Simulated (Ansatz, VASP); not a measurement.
Two plane-wave programs on Ge

INCAR

```
PREC = Accurate
ENCUT = 520
EDIFF = 1E-6
ISMEAR = 0
SIGMA = 0.15
LREAL = F
LASPH = T
NELM = 60
ALGO = Fast
ISIF = 2
LWAVE = F
LCHARG = F
GGA = PS
NBANDS = 21
```

Contents of KPOINTS:

```
regular mesh
0
Gamma
  20 20 20
```

Contents of POSCAR:

```
Ge
1.0
   -2.4958980000      2.6778057562      1.4866506812
    2.4958980000     -2.6239202438      1.3872433188
    2.4958980000      2.6239202438     -1.3872433188
Ge
2
Direct
    0.1859430000      0.9359430000      0.2500000000
    0.8140570000      0.0640570000      0.7500000000
```

Input for Ansatz:

```yaml
crystal:
  lattice:
    - [-2.495898, 2.6778057562, 1.4866506812]
    - [2.495898, -2.6239202438, 1.3872433188]
    - [2.495898, 2.6239202438, -1.3872433188]
  atoms:
    - { symbol: Ge, position: [0.185943, 0.935943, 0.25] }
    - { symbol: Ge, position: [0.814057, 0.064057, 0.75] }
basis:
  ecutwfc: 420
kpoints:
  mp_grid: { grid: [20, 20, 20] }
hamiltonian:
  xc: pbesol
scf:
  occupations: { method: gaussian, width: 0.15 }
output:
  forces: true
  stress: true
  eigenvalues: true
```

Change from the starting cell: strain +0.0375 x Voigt [0, 0, 0, 1, 0, 0], atoms carried along.

Alike in both runs: task single point; functional PBEsol; k mesh 20 × 20 × 20; occupations gaussian, width 0.15 eV; no spin polarisation.

|  | VASP | Ansatz |
| --- | --- | --- |
| version | VASP 6.6.1 | Ansatz 0.2.0 |
| potentials or method | VASP PAW PBE potentials, release 64 (Ge_d), cutoff 520 eV | scalar-relativistic, plane waves, PAW |
| valence electrons in the cell | 28 | 28 |

|  | VASP | Ansatz | Ansatz less VASP |
| --- | --- | --- | --- |
| gap on the k mesh at the Fermi level (eV) | none | none | - |
| pressure (GPa) | -2.4 | -2.5 | -0.07 |
| traceless stress, the component that is largest in VASP (GPa) | -1.53 | -1.52 | +0.002 |
| rms of the force components (eV/Å) | 0.030 | 0.029 | -0.0004 |

VASP's potentials were made for PBE, not for PBEsol. Atom by atom the forces differ by 0.001 eV/Å (rms over components). A gap of «none» marks a metal or a gap that the smearing closes.
